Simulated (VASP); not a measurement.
# BaS (I4/mmm) in VASP: settings compared, part 2 of 2

VASP 6.6.1. The steps go on from the part before.

**3. Single point, r2SCAN (uniaxial x strain +0.4%)**

The input, POSCAR:

```
BaS
1.0
    0.0000000000      3.2117958739      3.2117958739
    3.2236795187      0.0000000000      3.2117958739
    3.2236795187      3.2117958739      0.0000000000
Ba S
1 1
Direct
    0.0000000000      0.0000000000      0.0000000000
    0.5000000000      0.5000000000      0.5000000000
```

The input, INCAR.step1:

```
SYSTEM = BaS
  PREC = Accurate
  ENCUT = 520
  ISMEAR = 0
  SIGMA = 0.01
  LREAL = .FALSE.
  LASPH = .TRUE.
  NELM = 60
  NBANDS = 15
  GGA = PE
  ALGO = Normal
  EDIFF = 1E-4
  LWAVE = .TRUE.
  LCHARG = .FALSE.
```

The input, INCAR.step2:

```
SYSTEM = BaS
  PREC = Accurate
  ENCUT = 520
  EDIFF = 1E-7
  ISMEAR = 0
  SIGMA = 0.01
  LREAL = .FALSE.
  LASPH = .TRUE.
  NELM = 60
  ALGO = Normal
  ISIF = 2
  LWAVE = .FALSE.
  LCHARG = .TRUE.
  METAGGA = R2SCAN
  LMIXTAU = .TRUE.
  LELF = .TRUE.
  LVHAR = .TRUE.
  NBANDS = 15
  ISTART = 1
```

The input, KPOINTS:

```
Automatic mesh
0
G
  8 8 8
  0 0 0
```

Potentials or basis: VASP PAW PBE potentials, release 64 (Ba_sv, S).

Started as:

```console
$ cat potpaw_PBE.64/Ba_sv/POTCAR potpaw_PBE.64/S/POTCAR > POTCAR
$ cp INCAR.step1 INCAR
$ mpirun -np 1 vasp_std > vasp.out
$ cp INCAR.step2 INCAR
$ mpirun -np 1 vasp_std > vasp.out
```

OUTCAR:

```text
SYSTEM = BaS
   PREC = Accurate
   ENCUT = 520
   EDIFF = 1E-7
   ISMEAR = 0
   LREAL = .FALSE.
   LASPH = .TRUE.
   NELM = 60
   ISIF = 2
   METAGGA = R2SCAN
   ISTART = 1

 ion  position               nearest neighbor table
   1  0.000  0.000  0.000-   2 3.21   2 3.21   2 3.21   2 3.21   2 3.22   2 3.22
   2  0.500  0.500  0.500-   1 3.21   1 3.21   1 3.21   1 3.21   1 3.22   1 3.22

  LATTYP: Found a body centered tetragonal cell.
 ALAT       =     4.5421652844
 C/A-ratio  =     1.4194461526

  Lattice vectors:

 A1 = (   3.2236795187,   0.0000000000,   3.2117958739)
 A2 = (   3.2236795187,   0.0000000000,  -3.2117958739)
 A3 = (  -3.2236795187,   3.2117958739,   0.0000000000)

Analysis of symmetry for initial positions (statically):
=====================================================================
 Subroutine PRICEL returns:
 Original cell was already a primitive cell.

 Routine SETGRP: Setting up the symmetry group for a
 body centered tetragonal supercell.

 Subroutine GETGRP returns: Found 16 space group operations
 (whereof 16 operations were pure point group operations)
 out of a pool of 16 trial point group operations.

The static configuration has the point symmetry D_4h.

Analysis of symmetry for dynamics (positions and initial velocities):
=====================================================================
 Subroutine PRICEL returns:
 Original cell was already a primitive cell.

 Routine SETGRP: Setting up the symmetry group for a
 body centered tetragonal supercell.

 Subroutine GETGRP returns: Found 16 space group operations
 (whereof 16 operations were pure point group operations)
 out of a pool of 16 trial point group operations.

The dynamic configuration has the point symmetry D_4h.

 Subroutine INISYM returns: Found 16 space group operations
 (whereof 16 operations are pure point group operations),
 and found     1 'primitive' translations

----------------------------------------------------------------------------------------

[... 122 lines left out ...]
   LRPA    =     F    only Hartree local field effects (RPA)
 non-spin polarized calculation
 Gauss-broadening in eV      SIGMA  =   0.01
  energy-cutoff  :      520.00
  volume of cell :       66.51
 maximum number of plane-waves:      1812
 NGX is ok and might be reduce to    36
   NGX = 17   NGY = 17   NGZ = 17

 number of electron      16.0000002 magnetization

 Free energy of the ion-electron system (eV)
  ---------------------------------------------------
  ext. energy  EPLUGINS =         0.00000000
  ---------------------------------------------------
  free energy    TOTEN  =       -39.20602284 eV

  energy without entropy =      -39.20602284  energy(sigma->0) =      -39.20602284

 E-fermi :   1.1903     XC(G=0):  -8.9889

 val. band max:        1.1175036931   @ k =   0.0000   0.0000   0.0000
 cond. band min:       3.6093957369   @ k =   0.5000   0.5000   0.0000
 fundamental gap:      2.4918920438
 Fermi energy:         1.1903131100

 k-point     1 :       0.0000    0.0000    0.0000
  band No.  band energies     occupation
      1     -25.7651      2.00000
      2     -10.4009      2.00000
      3     -10.4004      2.00000
      4     -10.4004      2.00000
      5      -9.6523      2.00000
      6       1.1058      2.00000
      7       1.1175      2.00000
      8       1.1175      2.00000
      9       5.2275      0.00000
     10       5.4004      0.00000
     11       5.4256      0.00000
     12       5.4256      0.00000
     13       6.4241      0.00000
     14       6.4450      0.00000
[... 401 lines left out ...]
      2     -11.2419      2.00000
      3     -10.4963      2.00000
      4     -10.4096      2.00000
      5      -8.7313      2.00000
      6      -0.2822      2.00000
      7       0.2491      2.00000
      8       0.6524      2.00000
      9       5.6584      0.00000
     10       6.4093      0.00000
     11       6.9099      0.00000
     12       7.4062      0.00000
     13       8.3907      0.00000
     14       9.3175      0.00000
     15      11.8982      0.00000

 [... further k-points ...]

------------------------ aborting loop because EDIFF is reached ----------------------------------------

  FORCE on cell =-STRESS in cart. coord.  units (eV):
  Direction    XX          YY          ZZ          XY          YZ          ZX
  --------------------------------------------------------------------------------------
  -------------------------------------------------------------------------------------
  Total        0.0849703      0.2170212      0.2170212      0.0000000      0.0000000      0.0000000
  in kB        2.0469147      5.2279934      5.2279934      0.0000000      0.0000000      0.0000000
  external PRESSURE =       4.1676338 kB  Pullay stress =       0.0000000 kB

 VOLUME and BASIS-vectors are now :
 -----------------------------------------------------------------------------
  energy-cutoff  :      520.00
  volume of cell :       66.51
      direct lattice vectors                 reciprocal lattice vectors
     0.000000000  3.211795874  3.211795874    -0.155102267  0.155676145  0.155676145
     3.223679519  0.000000000  3.211795874     0.155102267 -0.155676145  0.155676145
     3.223679519  3.211795874  0.000000000     0.155102267  0.155676145 -0.155676145

 POSITION                                       TOTAL-FORCE (eV/Angst)
 -----------------------------------------------------------------------------------
      0.00000      0.00000      0.00000        -0.000000     -0.000000      0.000000
      3.22368      3.21180      3.21180         0.000000      0.000000     -0.000000
 -----------------------------------------------------------------------------------
    total drift:                                0.000000      0.000000      0.000000

  FREE ENERGIE OF THE ION-ELECTRON SYSTEM (eV)
  ---------------------------------------------------
  free  energy   TOTEN  =       -39.2060228448 eV

  energy  without entropy=      -39.2060228448  energy(sigma->0) =      -39.20602284
```

OUTCAR.step1:

```text
SYSTEM = BaS
   PREC = Accurate
   ENCUT = 520
   ISMEAR = 0
   LREAL = .FALSE.
   LASPH = .TRUE.
[... 655 lines left out ...]
      0.00000      0.00000      0.00000        -0.000000      0.000000     -0.000000
      3.22368      3.21180      3.21180         0.000000     -0.000000      0.000000
 -----------------------------------------------------------------------------------
    total drift:                                0.000000      0.000000      0.000000

  FREE ENERGIE OF THE ION-ELECTRON SYSTEM (eV)
  ---------------------------------------------------
  free  energy   TOTEN  =       -10.1928277911 eV

  energy  without entropy=      -10.1928277911  energy(sigma->0) =      -10.19282779
```

It took 7 min on 1 thread of Intel Xeon 8259CL, shared host; peak memory 0.25 GiB.

What came out:

| Property | Result |
| --- | --- |
| Free energy | -39.2060 eV |
| Pressure | 0.4 GPa |
| Band gap on the k mesh | 2.49 eV (least direct gap 2.64 eV) |

Stress tensor (GPa, compression positive):
```
0.20 0.00 0.00
0.00 0.52 0.00
0.00 0.00 0.52
```

Caveat: the cell differs from its parent crystal (uniaxial x strain +0.4%); the PAW data sets were made with another functional, which shifts forces and pressure a little; spin-orbit coupling is left out, which moves the levels of the heavy elements.
